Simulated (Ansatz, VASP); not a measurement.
**Two plane-wave programs on KTaO3**

The input POSCAR:

```
KTaO3
1.0
    3.8704271699      0.0000000000      0.0000000000
    0.0000000000      3.8704271699      0.0000000000
    0.0000000000      0.0000000000      4.0366595077
K Ta O
1 1 3
Direct
    0.0000000000      0.0000000000      0.0000000000
    0.5000000000      0.5000000000      0.5000000000
    0.5000000000      0.5000000000      0.0000000000
    0.5000000000      0.0000000000      0.5000000000
    0.0000000000      0.5000000000      0.5000000000
```

The input INCAR.step1:

```
SYSTEM = KTaO3
PREC     = Accurate       ! precision mode
ENCUT    = 520            ! plane-wave cutoff, eV
EDIFF    = 1E-5           ! SCF threshold, eV
ISMEAR   = 0              ! smearing method
SIGMA    = 0.01           ! smearing width, eV
LREAL    = .False.        ! projectors in reciprocal space
LASPH    = .True.         ! aspherical terms in the spheres
NELM     = 100            ! most SCF steps
ALGO     = Normal         ! electronic algorithm
ISIF     = 2              ! what is computed and relaxed
LWAVE    = .True.         ! write WAVECAR
LCHARG   = .False.        ! write CHGCAR
NBANDS   = 27             ! bands
GGA      = PE             ! functional
```

INCAR.step2

```
SYSTEM = KTaO3
PREC     = Accurate       ! precision mode
ENCUT    = 520            ! plane-wave cutoff, eV
EDIFF    = 1E-6           ! SCF threshold, eV
ISMEAR   = 0              ! smearing method
SIGMA    = 0.01           ! smearing width, eV
LREAL    = .False.        ! projectors in reciprocal space
LASPH    = .True.         ! aspherical terms in the spheres
NELM     = 100            ! most SCF steps
ALGO     = Normal         ! electronic algorithm
ISIF     = 2              ! what is computed and relaxed
LWAVE    = .False.        ! write WAVECAR
LCHARG   = .False.        ! write CHGCAR
GGA      = PE             ! functional
LHFCALC  = .True.         ! exact exchange
HFSCREEN = 0.2079         ! screening, 1/A
PRECFOCK = Fast         
NBANDS   = 27             ! bands
ISTART   = 1
```

The input KPOINTS:

```
Automatic mesh
0
Gamma
  4 4 4
  0 0 0
```

Input for Ansatz:

```yaml
crystal:
  lattice:
    - [3.8704271699, 0.0, 0.0]
    - [0.0, 3.8704271699, 0.0]
    - [0.0, 0.0, 4.0366595077]
  atoms:
    - { symbol: K, position: [0.0, 0.0, 0.0] }
    - { symbol: Ta, position: [0.5, 0.5, 0.5] }
    - { symbol: O, position: [0.5, 0.5, 0.0] }
    - { symbol: O, position: [0.5, 0.0, 0.5] }
    - { symbol: O, position: [0.0, 0.5, 0.5] }
kpoints:
  mp_grid: { grid: [4, 4, 4] }
  band_path:
    path: [[0.0, 0.0, 0.0], [0.0, 0.5, 0.0], [0.5, 0.5, 0.0], [0.5, 0.5, 0.5]]
    npoints: 1
hamiltonian:
  xc: hse06
scf:
  occupations: { method: fixed }
  n_extra_bands: 5
output:
  forces: true
  stress: true
  eigenvalues: true
```

Change from the starting cell: epitaxial_xy strain -3.0%.

Alike in both runs: task single point; functional HSE06; k mesh 4 × 4 × 4; no spin polarisation.

```csv
,VASP,Ansatz
version,VASP 6.6.1,Ansatz 0.2.0
potentials or method,"VASP PAW PBE potentials, release 64 (K_sv, Ta_pv, O)","plane waves, PAW"
plane-wave cutoff (eV),520,420
occupations,"gaussian, width 0.01 eV",fixed
valence electrons in the cell,38,40
```

```csv
,VASP,Ansatz,Ansatz less VASP
gap on the k mesh at the Fermi level (eV),3.56,3.65,+0.090
pressure (GPa),12.2,11.7,-0.47
"traceless stress, the component that is largest in VASP (GPa)",-12.39,-12.23,+0.159
```

VASP's potentials hold 38 valence electrons a cell and Ansatz's 40, so a difference there can come from the potentials and not from the codes. Ansatz's warnings: stress exchange threshold loose, stress scf threshold loose.

Neither program's run includes spin-orbit coupling.
